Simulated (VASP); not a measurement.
# MgSi4O8 (P-6m2) in VASP: a series of runs

MgSi4O8 is run at these levels: PBE; tasks: single point, relaxation of cell and atoms.

Program: VASP 6.6.1. These are calculated values, not measurements. Logs are shortened: lines on timing, memory, paths and dates and some standing lists are left out, and cuts for length are marked.

### 1 The cell of the first run

The structure is hexagonal, space group P-6m2 (No. 187). The conventional cell has a = 5.244 Å, b = 5.244 Å, c = 8.563 Å, α = 90.00°, β = 90.00°, γ = 120.00°. Mg (site symmetry -6m2) has 15 O at 3.03 to 3.32 Å and 12 Si at 3.43 to 4.04 Å within 4.1 Å. Within 1.8 Å of Si (site symmetry 3m) lie 4 O at 1.37 to 1.61 Å. Within 2.1 Å of Si (site symmetry 3m) lie 4 O at 1.61 to 1.88 Å. O (site symmetry m) has 1 Si at 1.37 Å within 1.8 Å. Within 2.1 Å of O (site symmetry -6m2) lie 2 Si at 1.61 Å. Within 2.1 Å of O (site symmetry -6m2) lie 2 Si at 1.61 Å.

The cell was built from a structure type or drawn by symmetry, and may not be a known phase.

### 2 Single point, PBE

INCAR reads:

```
SYSTEM = MgSi4O8
  PREC = Accurate
  ENCUT = 520
  EDIFF = 1E-6
  ISMEAR = 0
  SIGMA = 0.1
  LREAL = .FALSE.
  LASPH = .TRUE.
  NELM = 80
  ALGO = Normal
  ISIF = 2
  LWAVE = .FALSE.
  LCHARG = .FALSE.
  GGA = PE
  NBANDS = 45
```

KPOINTS reads:

```
Automatic mesh
0
G
  6 6 2
  0 0 0
```

POSCAR reads:

```
MgSi4O8
1.0
    5.2437431400      0.0000000000      0.0000000000
   -2.6218715700      4.5412147700      0.0000000000
    0.0000000000      0.0000000000      8.5629971600
Mg Si O
1 4 8
Direct
    0.0000000000      0.0000000000      0.0000000000
    0.3333333300      0.6666666700      0.6874999900
    0.6666666700      0.3333333300      0.1874999900
    0.6666666700      0.3333333300      0.8125000100
    0.3333333300      0.6666666700      0.3125000100
    0.0712146200      0.5356073100      0.7656294900
    0.4643926900      0.5356073100      0.7656294900
    0.4643926900      0.9287853800      0.7656294900
    0.3333333300      0.6666666700      0.5000000000
    0.6666666700      0.3333333300      0.0000000000
    0.4643926900      0.9287853800      0.2343705100
    0.4643926900      0.5356073100      0.2343705100
    0.0712146200      0.5356073100      0.2343705100
```

Potentials or basis: VASP PAW PBE potentials, release 64 (Mg, Si, O).

Run with:

```sh
$ cat potpaw_PBE.64/Mg/POTCAR potpaw_PBE.64/Si/POTCAR potpaw_PBE.64/O/POTCAR > POTCAR
$ mpirun -np 1 vasp_std > vasp.out
```

OUTCAR:

```text
SYSTEM = MgSi4O8
   PREC = Accurate
   ENCUT = 520
   EDIFF = 1E-6
   ISMEAR = 0
   LREAL = .FALSE.
   LASPH = .TRUE.
   NELM = 80
   ISIF = 2
   GGA = PE

 ion  position               nearest neighbor table
   1  0.000  0.000  0.000-
   2  0.333  0.667  0.687-   8 1.37   6 1.37   7 1.37   9 1.61
   3  0.667  0.333  0.187-  10 1.61  11 1.88  13 1.88  12 1.88
   4  0.667  0.333  0.813-  10 1.61   8 1.88   6 1.88   7 1.88
   5  0.333  0.667  0.313-  11 1.37  13 1.37  12 1.37   9 1.61
   6  0.071  0.536  0.766-   2 1.37   4 1.88
   7  0.464  0.536  0.766-   2 1.37   4 1.88
   8  0.464  0.929  0.766-   2 1.37   4 1.88
   9  0.333  0.667  0.500-   2 1.61   5 1.61
  10  0.667  0.333  0.000-   3 1.61   4 1.61
  11  0.464  0.929  0.234-   5 1.37   3 1.88
  12  0.464  0.536  0.234-   5 1.37   3 1.88
  13  0.071  0.536  0.234-   5 1.37   3 1.88

  LATTYP: Found a hexagonal cell.
 ALAT       =     5.2437431400
 C/A-ratio  =     1.6329932515

  Lattice vectors:

 A1 = (   5.2437431400,   0.0000000000,   0.0000000000)
 A2 = (  -2.6218715700,   4.5412147700,   0.0000000000)
 A3 = (   0.0000000000,   0.0000000000,   8.5629971600)

Analysis of symmetry for initial positions (statically):
=====================================================================
 Subroutine PRICEL returns:
 Original cell was already a primitive cell.

 Routine SETGRP: Setting up the symmetry group for a
 hexagonal supercell.

 Subroutine GETGRP returns: Found 12 space group operations
 (whereof 12 operations were pure point group operations)
 out of a pool of 24 trial point group operations.

The static configuration has the point symmetry D_3h.

Analysis of symmetry for dynamics (positions and initial velocities):
=====================================================================
 Subroutine PRICEL returns:
 Original cell was already a primitive cell.

 Routine SETGRP: Setting up the symmetry group for a
 hexagonal supercell.

 Subroutine GETGRP returns: Found 12 space group operations
 (whereof 12 operations were pure point group operations)
 out of a pool of 24 trial point group operations.

The dynamic configuration has the point symmetry D_3h.

 Subroutine INISYM returns: Found 12 space group operations
 (whereof 12 operations are pure point group operations),
 and found     1 'primitive' translations
[... 115 lines left out ...]
   TEBEG  =    0.0;   TEEND  =   0.0 temperature during run
   PSTRESS=    0.0 pullay stress
   NELECT =      66.0000    total number of electrons
   NUPDOWN=      -1.0000    fix difference up-down
   EMIN   =  10.00;   EMAX   =-10.00  energy-range for DOS
   EFERMI =   0.00;   METHOD = LEGACY
   ISMEAR =     0;   SIGMA  =   0.10  broadening in eV -4-tet -1-fermi 0-gaus
   EFERMI_NEDOS =   21; number of points for ismear=-14 and -15
   IALGO  =     38    algorithm
   IMIX   =      4    mixing-type and parameters
     AMIX     =   0.40;   BMIX     =  1.00
     AMIX_MAG =   1.60;   BMIX_MAG =  1.00
  volume/ion in A,a.u.               =      15.69       105.85
  Fermi-wavevector in a.u.,A,eV,Ry     =   1.124026  2.124101 17.190072  1.263435
  Thomas-Fermi vector in A             =   2.260696
   LORBIT       =      0    0 simple, 1 ext, 2 COOP (PROOUT), +10 PAW based schemes
   GGA     = PE    functional components
   LHFCALC =     F    Hartree Fock is set to
   AEXX    =    0.0000 exact exchange contribution
   IVDW    =     0    specifies the selected vdW correction
   LEPSILON=     F    determine dielectric tensor
   LRPA    =     F    only Hartree local field effects (RPA)
 non-spin polarized calculation
 Gauss-broadening in eV      SIGMA  =   0.10
  energy-cutoff  :      520.00
  volume of cell :      203.91
 maximum number of plane-waves:      5516
 NGX is ok and might be reduce to    40
   NGX = 19   NGY = 19   NGZ = 31

 number of electron      65.9999966 magnetization

 Free energy of the ion-electron system (eV)
  ---------------------------------------------------
  ext. energy  EPLUGINS =         0.00000000
  ---------------------------------------------------
  free energy    TOTEN  =       -74.30067607 eV

  energy without entropy =      -74.28962116  energy(sigma->0) =      -74.29514862

 E-fermi :   3.7650     XC(G=0):  -8.1621

 val. band max:        3.7567784285   @ k =   0.0000   0.0000   0.5000
 cond. band min:       3.8774280193   @ k =   0.0000   0.0000   0.0000
 fundamental gap:      0.1206495908
 Fermi energy:         3.7649794025

 k-point     1 :       0.0000    0.0000    0.0000
  band No.  band energies     occupation
      1     -20.2269      2.00000
      2     -19.9924      2.00000
      3     -19.0558      2.00000
      4     -17.3418      2.00000
      5     -17.2569      2.00000
      6     -17.2569      2.00000
[... 661 lines left out ...]
     44       9.5114      0.00000
     45       9.5461      0.00000

------------------------ aborting loop because EDIFF is reached ----------------------------------------

  FORCE on cell =-STRESS in cart. coord.  units (eV):
  Direction    XX          YY          ZZ          XY          YZ          ZX
  --------------------------------------------------------------------------------------
  -------------------------------------------------------------------------------------
  Total       50.2907185     50.2907185     34.3813752      0.0000000     -0.0000000      0.0000000
  in kB      395.1474386    395.1474386    270.1435323      0.0000000     -0.0000000      0.0000000
  external PRESSURE =     353.4794699 kB  Pullay stress =       0.0000000 kB

 VOLUME and BASIS-vectors are now :
 -----------------------------------------------------------------------------
  energy-cutoff  :      520.00
  volume of cell :      203.91
      direct lattice vectors                 reciprocal lattice vectors
     5.243743140  0.000000000  0.000000000     0.190703468  0.110102698  0.000000000
    -2.621871570  4.541214770  0.000000000     0.000000000  0.220205397  0.000000000
     0.000000000  0.000000000  8.562997160     0.000000000  0.000000000  0.116781541

 POSITION                                       TOTAL-FORCE (eV/Angst)
 -----------------------------------------------------------------------------------
      0.00000      0.00000      0.00000         0.000000     -0.000000      0.000000
     -0.00000      3.02748      5.88706         0.000000     -0.000000    -21.408840
      2.62187      1.51374      1.60556         0.000000     -0.000000      2.198407
      2.62187      1.51374      6.95744         0.000000     -0.000000     -2.198407
     -0.00000      3.02748      2.67594         0.000000     -0.000000     21.408840
     -1.03086      2.43231      6.55608       -21.125121    -12.196594      7.982316
      1.03086      2.43231      6.55608        21.125121    -12.196594      7.982316
     -0.00000      4.21781      6.55608         0.000000     24.393189      7.982316
     -0.00000      3.02748      4.28150         0.000000     -0.000000      0.000000
      2.62187      1.51374      0.00000         0.000000     -0.000000      0.000000
     -0.00000      4.21781      2.00691         0.000000     24.393189     -7.982316
      1.03086      2.43231      2.00691        21.125121    -12.196594     -7.982316
     -1.03086      2.43231      2.00691       -21.125121    -12.196594     -7.982316
 -----------------------------------------------------------------------------------
    total drift:                                0.000004     -0.000002     -0.000000

  FREE ENERGIE OF THE ION-ELECTRON SYSTEM (eV)
  ---------------------------------------------------
  free  energy   TOTEN  =       -74.3006760721 eV

  energy  without entropy=      -74.2896211591  energy(sigma->0) =      -74.29514862
```

It took 72 s on 1 thread of AMD EPYC 9R45 (Zen 5), shared host; peak memory 0.33 GiB.

What came out:

* Free energy: -74.3007 eV
* Pressure: 35.3 GPa
* Largest force: 25.666 eV/Å
* Band gap on the k mesh: zero (bands 33 and 34 overlap by 0.20 eV)

Forces on the atoms (eV/Å):
```
Mg    0.000   0.000   0.000
Si    0.000   0.000 -21.409
Si    0.000   0.000   2.198
Si    0.000   0.000  -2.198
Si    0.000   0.000  21.409
O   -21.125 -12.197   7.982
O    21.125 -12.197   7.982
O     0.000  24.393   7.982
O     0.000   0.000   0.000
O     0.000   0.000   0.000
O     0.000  24.393  -7.982
O    21.125 -12.197  -7.982
O   -21.125 -12.197  -7.982
```

Caveat: the k points lie up to 0.37 Å⁻¹ apart; forces of over 1 eV/Å act on the atoms, so gaps and moduli don't describe the material at rest.

### 3 Single point, PBE

This run uses another cell than the first one, of 16.21 Å³/atom.

INCAR reads:

```
ALGO = Normal ; EDIFF = 1E-7
ENCUT = 520 ; GGA = PE
ISIF = 2 ; ISMEAR = 0
LASPH = True ; LCHARG = False
LREAL = False ; LWAVE = False
NBANDS = 45 ; NELM = 80
PREC = Accurate ; SIGMA = 0.1
```

KPOINTS reads:

```
k-points
0
Gamma
  6 6 2
```

POSCAR reads:

```
MgSi4O8
1.0
    5.3079410722      0.0000000000      0.0000000000
   -2.6539705361      4.5968118103      0.0000000000
    0.0000000000      0.0000000000      8.6382448678
Mg Si O
1 4 8
Direct
    0.0000000000      0.0000000000      0.0000000000
    0.3333333333      0.6666666667      0.6868365040
    0.6666666667      0.3333333333      0.1892038816
    0.6666666667      0.3333333333      0.8107961184
    0.3333333333      0.6666666667      0.3131634960
   -0.0008979971      0.4995510015      0.7473645097
    0.5004489985      0.4995510015      0.7473645097
    0.5004489985      1.0008979971      0.7473645097
    0.3333333333      0.6666666667      0.5000000000
    0.6666666667      0.3333333333      0.0000000000
    0.5004489985      1.0008979971      0.2526354903
    0.5004489985      0.4995510015      0.2526354903
   -0.0008979971      0.4995510015      0.2526354903
```

Potentials or basis: VASP PAW PBE potentials, release 64 (Mg, Si, O).

Run with:

```sh
$ cat potpaw_PBE.64/Mg/POTCAR potpaw_PBE.64/Si/POTCAR potpaw_PBE.64/O/POTCAR > POTCAR
$ mpirun -np 1 vasp_std > vasp.out
```

It took 80 s on 1 thread of AMD EPYC 9R45 (Zen 5), shared host; peak memory 0.33 GiB.

It converged, with:

| Property | Result |
| --- | --- |
| Free energy | -94.1188 eV |
| Pressure | 0.2 GPa |
| Largest force | 0.004 eV/Å |
| Band gap on the k mesh | 1.40 eV (least direct gap 2.21 eV) |

Forces in eV/Å, atoms in the order of the input:
```
Mg   0.000  0.000  0.000
Si   0.000  0.000  0.001
Si   0.000  0.000 -0.004
Si   0.000  0.000  0.004
Si   0.000  0.000 -0.001
O    0.001  0.001  0.002
O   -0.001  0.001  0.002
O    0.000 -0.001  0.002
O    0.000  0.000  0.000
O    0.000  0.000  0.000
O    0.000 -0.001 -0.002
O   -0.001  0.001 -0.002
O    0.001  0.001 -0.002
```

Levels at points of the mesh, in eV from the valence-band top:
| k point | band 29 | band 30 | band 31 | band 32 | band 33 | band 34 | band 35 | band 36 | band 37 | band 38 |
| --- | --- | --- | --- | --- | --- | --- | --- | --- | --- | --- |
| (0.00, 0.00, 0.00) | -4.14 | -4.14 | -4.12 | -4.11 | -1.22 | 2.08 | 2.52 | 3.79 | 3.81 | 3.81 |
| (0.50, 0.00, 0.00) | -5.09 | -4.96 | -4.76 | -4.13 | -0.12 | 2.08 | 3.04 | 4.03 | 4.08 | 4.34 |
| (0.00, 0.00, 0.50) | -4.55 | -4.55 | -4.11 | -4.11 | -1.07 | 1.40 | 3.43 | 3.73 | 3.77 | 3.77 |
| (0.50, 0.00, 0.50) | -4.99 | -4.84 | -4.48 | -4.43 | -0.12 | 2.19 | 2.83 | 3.74 | 4.08 | 4.23 |

### 4 Single point, PBE

This run uses another cell than the first one, of 16.24 Å³/atom.

INCAR reads:

```
ALGO = Normal
EDIFF = 1E-7
ENCUT = 520
GGA = PE
ISIF = 2
ISMEAR = 0
LASPH = True
LCHARG = False
LREAL = False
LWAVE = False
NBANDS = 45
NELM = 80
PREC = Accurate
SIGMA = 0.02
```

KPOINTS reads:

```
k-points
0
Gamma
  6 6 4
```

POSCAR reads:

```
MgSi4O8
1.0
    5.3108042653      0.0000000000      0.0000000000
   -2.6554021327      4.5992914083      0.0000000000
    0.0000000000      0.0000000000      8.6416039999
Mg Si O
1 4 8
Direct
    0.0000000000      0.0000000000      0.0000000000
    0.3333333333      0.6666666667      0.6868503938
    0.6666666667      0.3333333333      0.1892068560
    0.6666666667      0.3333333333      0.8107931440
    0.3333333333      0.6666666667      0.3131496062
    0.9991069751      0.4995534875      0.7473763859
    0.5004465125      0.4995534875      0.7473763859
    0.5004465125      0.0008930249      0.7473763859
    0.3333333333      0.6666666667      0.5000000000
    0.6666666667      0.3333333333      0.0000000000
    0.5004465125      0.0008930249      0.2526236141
    0.5004465125      0.4995534875      0.2526236141
    0.9991069751      0.4995534875      0.2526236141
```

Run with:

```sh
$ cat potpaw_PBE.64/Mg/POTCAR potpaw_PBE.64/Si/POTCAR potpaw_PBE.64/O/POTCAR > POTCAR
$ mpirun -np 1 vasp_std > vasp.out
```

Wall time 1.7 min (1 thread of AMD EPYC 9R45 (Zen 5), shared host); peak memory 0.36 GiB.

It converged, with:

```yaml
Free_energy: -94.1197 eV
Pressure: 0.0 GPa
Band_gap_on_the_k_mesh: 1.40 eV (least direct gap 2.21 eV)
```

Forces on the atoms (eV/Å):
```
Mg   0.000  0.000  0.000
Si   0.000  0.000 -0.001
Si   0.000  0.000 -0.001
Si   0.000  0.000  0.001
Si   0.000  0.000  0.001
O    0.001  0.001  0.002
O   -0.001  0.001  0.002
O    0.000 -0.001  0.002
O    0.000  0.000  0.000
O    0.000  0.000  0.000
O    0.000 -0.001 -0.002
O   -0.001  0.001 -0.002
O    0.001  0.001 -0.002
```

Levels at points of the mesh, in eV from the valence-band top:
| k point | band 30 | band 31 | band 32 | band 33 | band 34 | band 35 | band 36 | band 37 |
| --- | --- | --- | --- | --- | --- | --- | --- | --- |
| (0.00, 0.00, 0.00) | -4.13 | -4.11 | -4.11 | -1.22 | 2.08 | 2.51 | 3.79 | 3.81 |
| (0.50, 0.00, 0.00) | -4.95 | -4.75 | -4.12 | -0.12 | 2.08 | 3.04 | 4.03 | 4.07 |
| (0.00, 0.00, 0.50) | -4.54 | -4.11 | -4.11 | -1.07 | 1.40 | 3.41 | 3.72 | 3.77 |
| (0.50, 0.00, 0.50) | -4.84 | -4.48 | -4.42 | -0.12 | 2.19 | 2.83 | 3.73 | 4.08 |

### 5 Relaxation of cell and atoms, PBE

INCAR reads:

```
PREC = Accurate
ENCUT = 600
EDIFF = 1E-6
ISMEAR = 0
SIGMA = 0.1
LREAL = F
LASPH = T
NELM = 80
ALGO = Normal
ISIF = 3
LWAVE = F
LCHARG = F
GGA = PE
IBRION = 2
NSW = 90
EDIFFG = -0.04
```

KPOINTS reads:

```
Automatic mesh
0
Gamma
  6 6 2
```

POSCAR reads:

```
MgSi4O8
1.0
    5.2437431400      0.0000000000      0.0000000000
   -2.6218715700      4.5412147700      0.0000000000
    0.0000000000      0.0000000000      8.5629971600
Mg Si O
1 4 8
Direct
    0.0000000000      0.0000000000      0.0000000000
    0.3333333300      0.6666666700      0.6874999900
    0.6666666700      0.3333333300      0.1874999900
    0.6666666700      0.3333333300      0.8125000100
    0.3333333300      0.6666666700      0.3125000100
    0.0712146200      0.5356073100      0.7656294900
    0.4643926900      0.5356073100      0.7656294900
    0.4643926900      0.9287853800      0.7656294900
    0.3333333300      0.6666666700      0.5000000000
    0.6666666700      0.3333333300      0.0000000000
    0.4643926900      0.9287853800      0.2343705100
    0.4643926900      0.5356073100      0.2343705100
    0.0712146200      0.5356073100      0.2343705100
```

Run with:

```sh
$ cat potpaw_PBE.64/Mg/POTCAR potpaw_PBE.64/Si/POTCAR potpaw_PBE.64/O/POTCAR > POTCAR
$ mpirun -np 1 vasp_std > vasp.out
```

It took 23 min on 1 thread of AMD EPYC 9R45 (Zen 5), shared host; peak memory 0.42 GiB.

Results (log left out):

* Free energy: -94.1361 eV
* Relaxed volume: 16.23 Å³/atom
* Relaxed cell: a = 5.312 Å, b = 5.312 Å, c = 8.632 Å, α = 90.00°, β = 90.00°, γ = 120.00°
* Space group after relaxing (to 0.1 Å): P-6m2 (No. 187)
* Pressure after relaxing: -0.1 GPa
* Largest force after relaxing: 0.038 eV/Å
* Band gap on the k mesh: 1.39 eV (least direct gap 2.21 eV)

Forces on the atoms (eV/Å):
```
Mg   0.000  0.000  0.000
Si   0.000  0.000  0.000
Si   0.000  0.000 -0.004
Si   0.000  0.000  0.004
Si   0.000  0.000  0.000
O   -0.026 -0.015 -0.024
O    0.026 -0.015 -0.024
O    0.000  0.030 -0.024
O    0.000  0.000  0.000
O    0.000  0.000  0.000
O    0.000  0.030  0.024
O    0.026 -0.015  0.024
O   -0.026 -0.015  0.024
```

Stress tensor (GPa, compression positive):
```
-0.16  0.00  0.00
 0.00 -0.16  0.00
 0.00  0.00  0.05
```

Final structure:
```
CELL_PARAMETERS angstrom
5.31245 0.00000 0.00000
-2.65622 4.60071 0.00000
0.00000 0.00000 8.63163
ATOMIC_POSITIONS crystal
Mg 0.00000 0.00000 0.00000
Si 0.33333 0.66667 0.68709
Si 0.66667 0.33333 0.18920
Si 0.66667 0.33333 0.81080
Si 0.33333 0.66667 0.31291
O 0.99944 0.49972 0.74791
O 0.50028 0.49972 0.74791
O 0.50028 0.00056 0.74791
O 0.33333 0.66667 0.50000
O 0.66667 0.33333 0.00000
O 0.50028 0.00056 0.25209
O 0.50028 0.49972 0.25209
O 0.99944 0.49972 0.25209
```

Levels at points of the mesh, in eV from the valence-band top:
| k point | band 30 | band 31 | band 32 | band 33 | band 34 | band 35 | band 36 | band 37 |
| --- | --- | --- | --- | --- | --- | --- | --- | --- |
| (0.00, 0.00, 0.00) | -4.15 | -4.13 | -4.13 | -1.22 | 2.07 | 2.49 | 3.77 | 3.81 |
| (0.50, 0.00, 0.00) | -4.97 | -4.77 | -4.14 | -0.12 | 2.09 | 3.04 | 4.01 | 4.08 |
| (0.00, 0.00, 0.50) | -4.56 | -4.13 | -4.13 | -1.07 | 1.39 | 3.39 | 3.69 | 3.77 |
| (0.50, 0.00, 0.50) | -4.86 | -4.49 | -4.44 | -0.12 | 2.20 | 2.83 | 3.70 | 4.08 |

A k mesh can miss the band edges.

### 6 Overview

| task | cell | k mesh | cutoff (eV) | smearing | gap on the mesh (eV) | pressure (GPa) | largest force (eV/Å) |
| --- | --- | --- | --- | --- | --- | --- | --- |
| single point | a = 5.244, b = 5.244, c = 8.563 Å, angles 90.0, 90.0, 120.0°, 13 atoms, atomic positions A | 6 × 6 × 2 | 520 | gaussian 0.1 eV | none | 35.3 | 25.67 |
| single point | a = 5.308, b = 5.308, c = 8.638 Å, angles 90.0, 90.0, 120.0°, 13 atoms, atomic positions B | 6 × 6 × 2 | 520 | gaussian 0.1 eV | 1.40 | 0.2 | - |
| single point | a = 5.311, b = 5.311, c = 8.642 Å, angles 90.0, 90.0, 120.0°, 13 atoms, atomic positions B | 6 × 6 × 4 | 520 | gaussian 0.02 eV | 1.40 | 0.0 | - |
| relaxation of cell and atoms | relaxed from a = 5.244, b = 5.244, c = 8.563 Å, angles 90.0, 90.0, 120.0°, 13 atoms, atomic positions A | 6 × 6 × 2 | 600 | gaussian 0.1 eV | 1.39 | -0.1 | 0.04 |

Alike in all rows: level PBE; potentials or basis VASP PAW PBE potentials, release 64 (Mg, Si, O); no spin polarisation.

Caveats: some runs use coarse meshes; forces of over 1 eV/Å act on the atoms, so gaps and moduli don't describe the material at rest (at least some runs).

Total energies depend on the potentials used, so only differences within one code and one set of settings carry meaning.
